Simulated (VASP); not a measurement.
Mo, 2 atoms in the cell. The structure is trigonal, space group R-3m (No. 166). Conventional cell: a = 3.824 Å, b = 3.824 Å, c = 9.367 Å, α = 90.00°, β = 90.00°, γ = 120.00°. Within 1.8 Å of Mo (site symmetry 3m) lie 1 Mo at 1.36 Å.  This cell differs from its parent crystal: shortest bond scaled by 0.58.

```yaml
Program: VASP 6.6.1
Task: single point
Functional: LDA
Potentials_or_basis: VASP PAW LDA potentials, release 64 (Mo_sv)
Cutoff: 520 eV
k_mesh: 10 × 10 × 10
Occupations: fermi-dirac, width 0.05 eV
Spin: no spin polarisation
Dipole_correction: no
Further_INCAR_settings: ALGO = Normal; EDIFF = 1e-07; NBANDS = 21
```

Potentials or basis: VASP PAW LDA potentials, release 64 (Mo_sv).

The run is started by

```console
$ cat potpaw_LDA.64/Mo_sv/POTCAR > POTCAR
$ mpirun -np 1 vasp_std > vasp.out
```

Hardware: 1 thread of Intel Xeon 8259CL (shared host).

**Question.** Estimate the wall time of this run.

**Answer.** Wall time 110 s on 1 thread of Intel Xeon 8259CL, on a shared host, peak memory 0.19 GiB. Counts: scf iterations 13, k points 116.
